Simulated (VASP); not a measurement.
# Si2Se (Pm) in VASP: relaxation of cell and atoms with PBE

Aim: the relaxation of cell and atoms of Si2Se with PBE.

Program: VASP 6.6.1. These are calculated values, not measurements. Logs are shortened: lines on timing, memory, paths and dates and some standing lists are left out, and cuts for length are marked.

### 1 The cell of the first run

The structure is monoclinic, space group Pm (No. 6). The conventional cell has a = 5.857 Å, b = 3.824 Å, c = 6.738 Å, α = 90.00°, β = 102.10°, γ = 90.00°. Si (site symmetry m) has 3 Si at 2.28 to 2.38 Å within 3.0 Å. Si (site symmetry m) has 3 Si at 2.31 to 2.38 Å within 3.1 Å. Si (site symmetry m) has 1 Si at 2.28 Å and 3 Se at 2.44 to 2.49 Å within 3.0 Å. Within 3.3 Å of Si (site symmetry m) lie 3 Si at 2.31 to 3.21 Å and 3 Se at 2.41 to 2.44 Å. Se (site symmetry m) has 3 Si at 2.41 to 2.49 Å within 3.2 Å. Se (site symmetry m) has 3 Si at 2.44 Å within 3.2 Å.

### 2 Relaxation of cell and atoms, PBE

INCAR reads:

```
SYSTEM = Si2Se
ALGO = Normal ; EDIFF = 1E-6
EDIFFG = -0.01 ; ENCUT = 600
GGA = PE ; IBRION = 2
ISIF = 3 ; ISMEAR = 0
LASPH = .True. ; LCHARG = .False.
LREAL = .False. ; LWAVE = .False.
NELM = 80 ; NSW = 100
PREC = Accurate ; SIGMA = 0.01
```

KPOINTS reads:

```
k-points
0
Gamma
  6 10 6
  0 0 0
```

POSCAR reads:

```
Si2Se
1.0
    5.8572482378      0.0000000000      0.0000000000
    0.0000000000      3.8239072941      0.0000000000
   -1.4119578895      0.0000000000      6.5884330300
Si Se
4 2
Direct
    0.6971879236      0.0000000000      0.3539933105
    0.9444890584      0.5000000000      0.4035422879
    0.7109255452      0.0000000000      0.6953616675
    0.1574450780      0.5000000000      0.7338101916
    0.5718547102      0.5000000000      0.8753578682
    0.0847643513      0.0000000000      0.9379346742
```

Potentials or basis: VASP PAW PBE potentials, release 64 (Si, Se).

The run is started by

```
cat potpaw_PBE.64/Si/POTCAR potpaw_PBE.64/Se/POTCAR > POTCAR
mpirun -np 1 vasp_std > vasp.out
```

OUTCAR:

```text
SYSTEM = Si2Se
   EDIFF = 1E-6
   EDIFFG = -0.01
   ENCUT = 600
   GGA = PE
   IBRION = 2
   ISIF = 3
   ISMEAR = 0
   LASPH = .True.
   LREAL = .False.
   NELM = 80
   NSW = 100
   PREC = Accurate

 ion  position               nearest neighbor table
   1  0.697  0.000  0.354-   3 2.28   2 2.38   2 2.38
   2  0.944  0.500  0.404-   4 2.31   1 2.38   1 2.38
   3  0.711  0.000  0.695-   1 2.28   6 2.44   5 2.49   5 2.49
   4  0.157  0.500  0.734-   2 2.31   5 2.41   6 2.44   6 2.44
   5  0.572  0.500  0.875-   4 2.41   3 2.49   3 2.49
   6  0.085  0.000  0.938-   3 2.44   4 2.44   4 2.44

  LATTYP: Found a simple monoclinic cell.
 ALAT       =     5.8572482378
 B/A-ratio  =     0.6528504750
 C/A-ratio  =     1.1503750054
 COS(beta)  =    -0.2095504882

  Lattice vectors:

 A1 = (   5.8572482378,   0.0000000000,   0.0000000000)
 A2 = (   0.0000000000,   3.8239072941,   0.0000000000)
 A3 = (  -1.4119578895,   0.0000000000,   6.5884330300)

Analysis of symmetry for initial positions (statically):
=====================================================================
 Subroutine PRICEL returns:
 Original cell was already a primitive cell.

 Routine SETGRP: Setting up the symmetry group for a
 simple monoclinic supercell.

 Subroutine GETGRP returns: Found  2 space group operations
 (whereof  2 operations were pure point group operations)
 out of a pool of  4 trial point group operations.

The static configuration has the point symmetry C_1h.

Analysis of symmetry for dynamics (positions and initial velocities):
=====================================================================
 Subroutine PRICEL returns:
 Original cell was already a primitive cell.

 Routine SETGRP: Setting up the symmetry group for a
 simple monoclinic supercell.

 Subroutine GETGRP returns: Found  2 space group operations
 (whereof  2 operations were pure point group operations)
 out of a pool of  4 trial point group operations.

The dynamic configuration has the point symmetry C_1h.

 Subroutine INISYM returns: Found  2 space group operations
 (whereof  2 operations are pure point group operations),
 and found     1 'primitive' translations

----------------------------------------------------------------------------------------

                                     Primitive cell

  volume of cell :     147.5649

  direct lattice vectors                    reciprocal lattice vectors
     5.857248238  0.000000000  0.000000000     0.170728636  0.000000000  0.036588616
     0.000000000  3.823907294  0.000000000     0.000000000  0.261512616  0.000000000
    -1.411957890  0.000000000  6.588433030     0.000000000  0.000000000  0.151781159

  length of vectors
     5.857248238  3.823907294  6.738031973     0.174605251  0.261512616  0.151781159

  position of ions in fractional coordinates (direct lattice)
     0.697187924  0.000000000  0.353993311
     0.944489058  0.500000000  0.403542288
     0.710925545  0.000000000  0.695361668
     0.157445078  0.500000000  0.733810192
     0.571854710  0.500000000  0.875357868
     0.084764351  0.000000000  0.937934674

  ion indices of the primitive-cell ions
   primitive index   ion index
                 1           1
                 2           2
                 3           3
                 4           4
                 5           5
                 6           6

----------------------------------------------------------------------------------------

 KPOINTS: k-points

Automatic generation of k-mesh.
 Grid dimensions read from file:
 generate k-points for:    6   10    6

 Generating k-lattice:

  Cartesian coordinates                     Fractional coordinates (reciprocal lattice)
     0.028454773  0.000000000  0.006098103     0.166666667  0.000000000  0.000000000
     0.000000000  0.026151262  0.000000000     0.000000000  0.100000000  0.000000000
     0.000000000  0.000000000  0.025296860     0.000000000  0.000000000  0.166666667

  Length of vectors
     0.029100875  0.026151262  0.025296860

  Shift w.r.t. Gamma in fractional coordinates (k-lattice)
     0.000000000  0.000000000  0.000000000

 Subroutine IBZKPT returns following result:
 ===========================================

 Found    120 irreducible k-points:

 Following reciprocal coordinates:
            Coordinates               Weight
  0.000000  0.000000  0.000000      1.000000
  0.166667  0.000000  0.000000      2.000000
  0.333333  0.000000  0.000000      2.000000
  0.500000  0.000000  0.000000      1.000000
  0.000000  0.100000  0.000000      2.000000
  0.166667  0.100000  0.000000      4.000000
[... 16 lines left out ...]
  0.333333  0.500000  0.000000      2.000000
  0.500000  0.500000  0.000000      1.000000
 [... further k-points ...]
   k-points           NKPTS =    120   k-points in BZ     NKDIM =    120   number of bands    NBANDS=     18
   number of dos      NEDOS =    301   number of ions     NIONS =      6
   total plane-waves  NPLWV =  82944
   dimension x,y,z NGX =    48 NGY =   32 NGZ =   54
   dimension x,y,z NGXF=    96 NGYF=   64 NGZF=  108
   ions per type =               4   2
   NGX,Y,Z   is equivalent  to a cutoff of  13.62, 13.91, 13.32 a.u.
   NGXF,Y,Z  is equivalent  to a cutoff of  27.25, 27.82, 26.65 a.u.
 SYSTEM =  Si2Se
   PREC   = accura    normal or accurate (medium, high low for compatibility)
   ISTART =      0    job   : 0-new  1-cont  2-samecut
   ICHARG =      2    charge: 1-file 2-atom 10-const
   ISPIN  =      1    spin polarized calculation?
   LNONCOLLINEAR =      F non collinear calculations
   LSORBIT =      F    spin-orbit coupling
   LASPH  =      T    aspherical Exc in radial PAW
   ENCUT  =  600.0 eV  44.10 Ry    6.64 a.u.  11.70  7.64 13.46*2*pi/ulx,y,z
   NELM   =     80;   NELMIN=  2; NELMDL= -5     # of ELM steps
   EDIFF  = 0.1E-05   stopping-criterion for ELM
   LREAL  =      F    real-space projection
   EDIFFG = -.1E-01   stopping-criterion for IOM
   NSW    =    100    number of steps for IOM
   IBRION =      2    ionic relax: 0-MD 1-quasi-New 2-CG
   NFREE  =      1    steps in history (QN), initial steepest desc. (CG)
   ISIF   =      3    stress and relaxation
   ISYM   =      2    0-nonsym 1-usesym 2-fastsym
   POTIM  = 0.5000    time-step for ionic-motion
   TEBEG  =    0.0;   TEEND  =   0.0 temperature during run
   PSTRESS=    0.0 pullay stress
   NELECT =      28.0000    total number of electrons
   NUPDOWN=      -1.0000    fix difference up-down
   EMIN   =  10.00;   EMAX   =-10.00  energy-range for DOS
   EFERMI =   0.00;   METHOD = LEGACY
   ISMEAR =     0;   SIGMA  =   0.01  broadening in eV -4-tet -1-fermi 0-gaus
   EFERMI_NEDOS =   21; number of points for ismear=-14 and -15
   IALGO  =     38    algorithm
   IMIX   =      4    mixing-type and parameters
     AMIX     =   0.40;   BMIX     =  1.00
     AMIX_MAG =   1.60;   BMIX_MAG =  1.00
  volume/ion in A,a.u.               =      24.59       165.97
  Fermi-wavevector in a.u.,A,eV,Ry     =   0.940733  1.777728 12.040869  0.884979
  Thomas-Fermi vector in A             =   2.068174
   LORBIT       =      0    0 simple, 1 ext, 2 COOP (PROOUT), +10 PAW based schemes
   GGA     = PE    functional components
   LHFCALC =     F    Hartree Fock is set to
   AEXX    =    0.0000 exact exchange contribution
   IVDW    =     0    specifies the selected vdW correction
   LEPSILON=     F    determine dielectric tensor
   LRPA    =     F    only Hartree local field effects (RPA)
 conjugate gradient relaxation of ions
 non-spin polarized calculation
 Gauss-broadening in eV      SIGMA  =   0.01
  energy-cutoff  :      600.00
  volume of cell :      147.56
 maximum number of plane-waves:      4968
   NGX = 23   NGY = 15   NGZ = 27

--------------------------------------- Ionic step        1  -------------------------------------------

 number of electron      27.9999999 magnetization

 Free energy of the ion-electron system (eV)
  ---------------------------------------------------
  ext. energy  EPLUGINS =         0.00000000
  ---------------------------------------------------
  free energy    TOTEN  =       -27.44032695 eV

  energy without entropy =      -27.44032695  energy(sigma->0) =      -27.44032695

------------------------ aborting loop because EDIFF is reached ----------------------------------------

  FORCE on cell =-STRESS in cart. coord.  units (eV):
  Direction    XX          YY          ZZ          XY          YZ          ZX
  --------------------------------------------------------------------------------------
  -------------------------------------------------------------------------------------
  Total        0.1631821     -0.0428023      0.2769724      0.0000000      0.0000000     -0.1084351
  in kB        1.7717404     -0.4647237      3.0072119      0.0000000      0.0000000     -1.1773273
  external PRESSURE =       1.4380762 kB  Pullay stress =       0.0000000 kB
[... 101 lines left out ...]
  FREE ENERGIE OF THE ION-ELECTRON SYSTEM (eV)
  ---------------------------------------------------
  free  energy   TOTEN  =       -27.4416312992 eV

  energy  without entropy=      -27.4416312992  energy(sigma->0) =      -27.44163130

[... ionic steps 4 to 19 ...]

--------------------------------------- Ionic step       20  -------------------------------------------

 number of electron      27.9999999 magnetization

------------------------ aborting loop because EDIFF is reached ----------------------------------------
[... 75 lines left out ...]
--------------------------------------- Ionic step       22  -------------------------------------------

 number of electron      27.9999999 magnetization

 Free energy of the ion-electron system (eV)
  ---------------------------------------------------
  ext. energy  EPLUGINS =         0.00000000
  ---------------------------------------------------
  free energy    TOTEN  =       -27.44462499 eV

  energy without entropy =      -27.44462499  energy(sigma->0) =      -27.44462499

 E-fermi :   4.0990     XC(G=0):  -8.6714

 val. band max:        4.0326562389   @ k =   0.5000   0.2000   0.0000
 cond. band min:       4.2296300628   @ k =   0.0000   0.0000   0.0000
 fundamental gap:      0.1969738238
 Fermi energy:         4.0989832545

 k-point     1 :       0.0000    0.0000    0.0000
  band No.  band energies     occupation
      1     -11.4745      2.00000
      2      -9.7420      2.00000
      3      -6.2097      2.00000
      4      -4.6343      2.00000
      5      -3.3051      2.00000
      6      -1.6546      2.00000
[... 481 lines left out ...]
      5      -3.1246      2.00000
      6      -3.0509      2.00000
[... 10 lines left out ...]
     17       6.1509      0.00000
     18       7.0558      0.00000

 [... further k-points ...]

------------------------ aborting loop because EDIFF is reached ----------------------------------------

  FORCE on cell =-STRESS in cart. coord.  units (eV):
  Direction    XX          YY          ZZ          XY          YZ          ZX
  --------------------------------------------------------------------------------------
  -------------------------------------------------------------------------------------
  Total       -0.0123983     -0.0062342     -0.0248155      0.0000000      0.0000000     -0.0160305
  in kB       -0.1325324     -0.0666408     -0.2652669      0.0000000      0.0000000     -0.1713588
  external PRESSURE =      -0.1548133 kB  Pullay stress =       0.0000000 kB
[... 21 lines left out ...]
  FREE ENERGIE OF THE ION-ELECTRON SYSTEM (eV)
  ---------------------------------------------------
  free  energy   TOTEN  =       -27.4446249906 eV

  energy  without entropy=      -27.4446249906  energy(sigma->0) =      -27.44462499

 reached required accuracy - stopping structural energy minimisation
```

It took 52 min on 1 thread of Oxide Virtual Turin-like, shared host; peak memory 0.5 GiB.

What came out:

| Quantity | Value |
| --- | --- |
| Free energy | -27.4446 eV |
| Relaxed volume | 24.98 Å³/atom |
| Relaxed cell | a = 5.872 Å, b = 3.811 Å, c = 6.880 Å, α = 90.00°, β = 103.16°, γ = 90.00° |
| Space group after relaxing (to 0.1 Å) | Pm (No. 6) |
| Energy gained by relaxing | 0.7 meV/atom |
| Ionic steps | 22 |
| Pressure after relaxing | 0.0 GPa |
| Largest force after relaxing | 0.009 eV/Å |
| Band gap on the k mesh | 0.20 eV (least direct gap 0.72 eV) |

Forces in eV/Å, atoms in the order of the input:
```
Si  -0.009  0.000  0.002
Si   0.001  0.000 -0.005
Si  -0.006  0.000  0.003
Si   0.006  0.000  0.000
Se   0.002  0.000  0.002
Se   0.006  0.000 -0.002
```

Step by step:
| step | energy change (eV) | largest force (eV/Å) | pressure (GPa) | volume (Å³) |
| --- | --- | --- | --- | --- |
| 1 | 0.0000 | 0.0950 | 0.14 | 147.56 |
| 2 | -0.0013 | 0.0446 | -0.07 | 148.04 |
| 3 | -0.0013 | 0.0576 | -0.11 | 148.14 |
| 4 | -0.0021 | 0.0453 | 0.00 | 147.98 |
| 5 | -0.0022 | 0.0515 | 0.08 | 147.87 |
| 6 | -0.0027 | 0.0224 | 0.04 | 148.11 |
| 7 | -0.0028 | 0.0379 | 0.01 | 148.28 |
| 8 | -0.0030 | 0.0338 | -0.01 | 148.45 |
| 9 | -0.0032 | 0.0467 | -0.03 | 148.80 |
| 10 | -0.0034 | 0.0374 | 0.00 | 148.84 |
| 11 | -0.0036 | 0.0267 | 0.03 | 148.89 |
| 12 | -0.0035 | 0.0392 | 0.10 | 148.99 |
| 13 | -0.0036 | 0.0232 | 0.05 | 148.93 |
| 14 | -0.0038 | 0.0251 | 0.01 | 149.19 |
| 15 | -0.0038 | 0.0388 | -0.02 | 149.33 |
| 16 | -0.0040 | 0.0233 | -0.02 | 149.51 |
| 17 | -0.0041 | 0.0252 | -0.02 | 149.71 |
| 18 | -0.0042 | 0.0202 | 0.01 | 149.71 |
| 19 | -0.0042 | 0.0168 | 0.04 | 149.71 |
| 20 | -0.0043 | 0.0150 | -0.01 | 149.87 |
| 21 | -0.0043 | 0.0150 | -0.01 | 149.88 |
| 22 | -0.0043 | 0.0091 | -0.02 | 149.88 |

Final structure:
```xyz
6
Lattice="5.8712 0.0000 -0.0669 0.0000 3.8106 0.0000 -1.4903 0.0000 6.7163" Properties=species:S:1:pos:R:3 pbc="T T T"
Si    3.5365    0.0000    2.3501
Si    4.9229    1.9053    2.6860
Si    3.1363    0.0000    4.6040
Si   -0.1589    1.9053    4.9195
Se    2.0796    1.9053    5.8183
Se   -0.8855    0.0000    6.2753
```

A k mesh can miss the band edges.
